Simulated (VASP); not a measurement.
# NdHf in VASP: notebook

The runs below take NdHf through single point, with PBE.

Program: VASP 6.6.1. These are calculated values, not measurements. Logs are shortened: lines on timing, memory, paths and dates and some standing lists are left out, and cuts for length are marked.

## 1. The cell of the first run

The structure is hexagonal, space group P6/mmm (No. 191). The conventional cell has a = 3.190 Å, b = 3.190 Å, c = 6.313 Å, α = 90.00°, β = 90.00°, γ = 120.00°. Within 4.2 Å of Nd (site symmetry 6/mmm) lie 2 Hf at 3.16 Å and 6 Nd at 3.19 Å. Hf (site symmetry 6/mmm) has 2 Nd at 3.16 Å and 6 Hf at 3.19 Å within 4.2 Å.

## 2. Single point, PBE

Contents of INCAR:

```
SYSTEM = NdHf
PREC = Accurate
ENCUT = 520
EDIFF = 1E-6
ISMEAR = 0
SIGMA = 0.2
LREAL = .False.
LASPH = .True.
NELM = 100
ALGO = Normal
ISIF = 2
LWAVE = .False.
LCHARG = .False.
GGA = PE
NBANDS = 19
```

Contents of KPOINTS:

```
Automatic mesh
0
Gamma
  7 7 3
  0 0 0
```

Contents of POSCAR:

```
NdHf
1.0
    3.1903748363      0.0000000000      0.0000000000
   -1.5951874182      2.7629456558      0.0000000000
    0.0000000000      0.0000000000      6.3129805264
Nd Hf
1 1
Direct
    0.0000000000      0.0000000000      0.0000000000
    0.0000000000      0.0000000000      0.5000000000
```

Potentials or basis: VASP PAW PBE potentials, release 64 (Nd, Hf_pv).

Started as:

```console
> cat potpaw_PBE.64/Nd/POTCAR potpaw_PBE.64/Hf_pv/POTCAR > POTCAR
> mpirun -np 1 vasp_std > vasp.out
```

OUTCAR:

```text
SYSTEM = NdHf
   PREC = Accurate
   ENCUT = 520
   EDIFF = 1E-6
   ISMEAR = 0
   LREAL = .False.
   LASPH = .True.
   NELM = 100
   ISIF = 2
   GGA = PE

 ion  position               nearest neighbor table
   1  0.000  0.000  0.000-   2 3.16   2 3.16
   2  0.000  0.000  0.500-   1 3.16   1 3.16

  LATTYP: Found a hexagonal cell.
 ALAT       =     3.1903748363
 C/A-ratio  =     1.9787582495

  Lattice vectors:

 A1 = (   3.1903748363,   0.0000000000,   0.0000000000)
 A2 = (  -1.5951874182,   2.7629456558,   0.0000000000)
 A3 = (   0.0000000000,   0.0000000000,   6.3129805264)

Analysis of symmetry for initial positions (statically):
=====================================================================
 Subroutine PRICEL returns:
 Original cell was already a primitive cell.

 Routine SETGRP: Setting up the symmetry group for a
 hexagonal supercell.

 Subroutine GETGRP returns: Found 24 space group operations
 (whereof 24 operations were pure point group operations)
 out of a pool of 24 trial point group operations.

The static configuration has the point symmetry D_6h.

Analysis of symmetry for dynamics (positions and initial velocities):
=====================================================================
 Subroutine PRICEL returns:
 Original cell was already a primitive cell.

 Routine SETGRP: Setting up the symmetry group for a
 hexagonal supercell.

 Subroutine GETGRP returns: Found 24 space group operations
 (whereof 24 operations were pure point group operations)
 out of a pool of 24 trial point group operations.

The dynamic configuration has the point symmetry D_6h.

 Subroutine INISYM returns: Found 24 space group operations
 (whereof 24 operations are pure point group operations),
 and found     1 'primitive' translations

----------------------------------------------------------------------------------------

                                     Primitive cell

  volume of cell :      55.6479

  direct lattice vectors                    reciprocal lattice vectors
     3.190374836  0.000000000  0.000000000     0.313442793  0.180966281  0.000000000
    -1.595187418  2.762945656  0.000000000     0.000000000  0.361932562  0.000000000
     0.000000000  0.000000000  6.312980526     0.000000000  0.000000000  0.158403783

  length of vectors
     3.190374836  3.190374836  6.312980526     0.361932562  0.361932562  0.158403783

[... 68 lines left out ...]
   LASPH  =      T    aspherical Exc in radial PAW
   ENCUT  =  520.0 eV  38.22 Ry    6.18 a.u.   5.93  5.93 11.74*2*pi/ulx,y,z
   NELM   =    100;   NELMIN=  2; NELMDL= -5     # of ELM steps
   EDIFF  = 0.1E-05   stopping-criterion for ELM
   LREAL  =      F    real-space projection
   EDIFFG = 0.1E-04   stopping-criterion for IOM
   NSW    =      0    number of steps for IOM
   IBRION =     -1    ionic relax: 0-MD 1-quasi-New 2-CG
   NFREE  =      0    steps in history (QN), initial steepest desc. (CG)
   ISIF   =      2    stress and relaxation
   ISYM   =      2    0-nonsym 1-usesym 2-fastsym
   POTIM  = 0.5000    time-step for ionic-motion
   TEBEG  =    0.0;   TEEND  =   0.0 temperature during run
   PSTRESS=    0.0 pullay stress
   NELECT =      24.0000    total number of electrons
   NUPDOWN=      -1.0000    fix difference up-down
   EMIN   =  10.00;   EMAX   =-10.00  energy-range for DOS
   EFERMI =   0.00;   METHOD = LEGACY
   ISMEAR =     0;   SIGMA  =   0.20  broadening in eV -4-tet -1-fermi 0-gaus
   EFERMI_NEDOS =   21; number of points for ismear=-14 and -15
   IALGO  =     38    algorithm
   IMIX   =      4    mixing-type and parameters
     AMIX     =   0.40;   BMIX     =  1.00
     AMIX_MAG =   1.60;   BMIX_MAG =  1.00
  volume/ion in A,a.u.               =      27.82       187.77
  Fermi-wavevector in a.u.,A,eV,Ry     =   1.236884  2.337372 20.815319  1.529883
  Thomas-Fermi vector in A             =   2.371474
   LORBIT       =      0    0 simple, 1 ext, 2 COOP (PROOUT), +10 PAW based schemes
   GGA     = PE    functional components
   LHFCALC =     F    Hartree Fock is set to
   AEXX    =    0.0000 exact exchange contribution
   IVDW    =     0    specifies the selected vdW correction
   LEPSILON=     F    determine dielectric tensor
   LRPA    =     F    only Hartree local field effects (RPA)
 non-spin polarized calculation
 Gauss-broadening in eV      SIGMA  =   0.20
  energy-cutoff  :      520.00
  volume of cell :       55.65
 maximum number of plane-waves:      1515
 NGX is ok and might be reduce to    24
   NGX = 11   NGY = 11   NGZ = 23

 number of electron      23.9999999 magnetization

 Free energy of the ion-electron system (eV)
  ---------------------------------------------------
  ext. energy  EPLUGINS =         0.00000000
  ---------------------------------------------------
  free energy    TOTEN  =       -14.08245905 eV

  energy without entropy =      -13.77474412  energy(sigma->0) =      -13.92860158

 E-fermi :   4.5704     XC(G=0): -10.5855

 val. band max:        4.5701202029   @ k =   0.2857   0.2857   0.0000
 cond. band min:       4.5817811277   @ k =   0.2857   0.0000   0.0000
 fundamental gap:      0.0116609248
 Fermi energy:         4.5703678445

 k-point     1 :       0.0000    0.0000    0.0000
  band No.  band energies     occupation
      1     -32.4217      2.00000
      2     -26.4719      2.00000
      3     -25.9895      2.00000
      4     -25.9895      2.00000
      5     -13.7766      2.00000
      6     -12.2938      2.00000
[... 329 lines left out ...]
      6     -13.7355      2.00000
[... 11 lines left out ...]
     18       5.2997      0.00000
     19       5.8231      0.00000

------------------------ aborting loop because EDIFF is reached ----------------------------------------

  FORCE on cell =-STRESS in cart. coord.  units (eV):
  Direction    XX          YY          ZZ          XY          YZ          ZX
  --------------------------------------------------------------------------------------
  -------------------------------------------------------------------------------------
  Total       -3.3303855     -3.3303855     -2.1108135      0.0000000      0.0000000     -0.0000000
  in kB      -95.8863066    -95.8863066    -60.7731771      0.0000000      0.0000000     -0.0000000
  external PRESSURE =     -84.1819301 kB  Pullay stress =       0.0000000 kB

 VOLUME and BASIS-vectors are now :
 -----------------------------------------------------------------------------
  energy-cutoff  :      520.00
  volume of cell :       55.65
      direct lattice vectors                 reciprocal lattice vectors
     3.190374836  0.000000000  0.000000000     0.313442793  0.180966281  0.000000000
    -1.595187418  2.762945656  0.000000000     0.000000000  0.361932562  0.000000000
     0.000000000  0.000000000  6.312980526     0.000000000  0.000000000  0.158403783

 POSITION                                       TOTAL-FORCE (eV/Angst)
 -----------------------------------------------------------------------------------
      0.00000      0.00000      0.00000         0.000000      0.000000      0.000000
      0.00000      0.00000      3.15649        -0.000000      0.000000      0.000000
 -----------------------------------------------------------------------------------
    total drift:                                0.000000      0.000000      0.000000

  FREE ENERGIE OF THE ION-ELECTRON SYSTEM (eV)
  ---------------------------------------------------
  free  energy   TOTEN  =       -14.0824590483 eV

  energy  without entropy=      -13.7747441210  energy(sigma->0) =      -13.92860158
```

OSZICAR:

```text
N       E                     dE             d eps       ncg     rms          rms(c)
DAV:   1     0.167848190709E+03    0.16785E+03   -0.11029E+04   720   0.303E+03
DAV:   2     0.541615007794E+01   -0.16243E+03   -0.15504E+03   928   0.397E+02
DAV:   3    -0.160585700110E+02   -0.21475E+02   -0.20125E+02  1037   0.161E+02
DAV:   4    -0.173696657476E+02   -0.13111E+01   -0.12278E+01  1202   0.312E+01
[... 33 lines left out ...]
DAV:  38    -0.140824608599E+02    0.25638E-06   -0.24389E-05   426   0.386E-02    0.239E-03
DAV:  39    -0.140824599402E+02    0.91963E-06   -0.19189E-05   378   0.354E-02    0.142E-02
DAV:  40    -0.140824598018E+02    0.13842E-06   -0.15118E-05   346   0.309E-02    0.175E-03
DAV:  41    -0.140824590097E+02    0.79216E-06   -0.11517E-05   322   0.283E-02    0.110E-02
DAV:  42    -0.140824590483E+02   -0.38658E-07   -0.90282E-06   322   0.241E-02
   1 F= -.14082459E+02 E0= -.13928602E+02  d E =-.307715E+00
```

stdout:

```text
POSCAR found type information on POSCAR NdHf
 POSCAR found :  2 types and       2 ions
 scaLAPACK will be used
 LDA part: xc-table for (Slater+PW92), standard interpolation
 POSCAR, INCAR and KPOINTS ok, starting setup
 FFT: planning ... GRIDC
 FFT: planning ... GRID_SOFT
 FFT: planning ... GRID
 WAVECAR not read
 entering main loop
```

It used 130 s of CPU time on 1 thread of AMD EPYC 7R13 Processor (Zen 3), on a shared host.

What came out:

* Free energy: -14.0825 eV
* Pressure: -8.4 GPa
* Band gap on the k mesh: zero (band 12 reaches 4.62 eV, above the bottom of band 13 at 4.46 eV)

Caveat: spin-orbit coupling is left out, which moves the levels of the heavy elements; without U or exact exchange the open f shell lies at the Fermi level, which spoils levels, moments and volumes. Spin polarisation is off, so any magnetic state and its effect on volume and gap are missing.

## 3. Single point, PBE

This run uses another cell than the first one, of 27.58 Å³/atom, 0.991 times its volume.

Contents of INCAR:

```
ALGO = Normal
EDIFF = 1E-6
ENCUT = 520
GGA = PE
ISIF = 2
ISMEAR = 0
LASPH = True
LCHARG = True
LELF = True
LREAL = False
LVHAR = True
LWAVE = False
NBANDS = 19
NELM = 100
PREC = Accurate
SIGMA = 0.2
```

Contents of KPOINTS:

```
k-points
0
Gamma
  7 7 4
```

Contents of POSCAR:

```
NdHf
1.0
    3.1743607414     -0.0000000027      0.0000000000
   -1.5871803684      2.7490770442      0.0000000000
    0.0000000000      0.0000000000      6.3217526753
Nd Hf
1 1
Direct
    0.0000000000      0.0000000000      0.8280596798
    0.0000000000      0.0000000000      0.3280163102
```

Potentials or basis: VASP PAW PBE potentials, release 64 (Nd, Hf_pv).

Started as:

```console
> cat potpaw_PBE.64/Nd/POTCAR potpaw_PBE.64/Hf_pv/POTCAR > POTCAR
> mpirun -np 1 vasp_std > vasp.out
```

Wall time 84 s (1 thread of AMD EPYC 7R13 (Zen 3), shared host); peak memory 0.17 GiB.

The run converged. Its results:

```yaml
Free_energy: -14.1036 eV
Pressure: -8.1 GPa
Band_gap_on_the_k_mesh: zero (band 12 reaches 4.68 eV, above the bottom of band 13 at 4.53 eV)
```

Stress tensor (GPa, compression positive):
```
-9.23  0.00  0.00
 0.00 -9.23  0.00
 0.00  0.00 -5.93
```

Levels at points of the mesh, in eV from the Fermi level:
| k point | band 9 | band 10 | band 11 | band 12 | band 13 | band 14 | band 15 | band 16 |
| --- | --- | --- | --- | --- | --- | --- | --- | --- |
| (0.00, 0.00, 0.00) | -1.50 | -1.02 | -0.34 | -0.06 | 0.15 | 0.15 | 0.42 | 0.42 |
| (0.00, 0.00, 0.50) | -2.29 | -0.34 | -0.25 | -0.21 | 0.15 | 0.15 | 0.39 | 0.39 |

Caveat: spin-orbit coupling is left out, which moves the levels of the heavy elements; without U or exact exchange the open f shell lies at the Fermi level, which spoils levels, moments and volumes. Spin polarisation is off, so any magnetic state and its effect on volume and gap are missing.
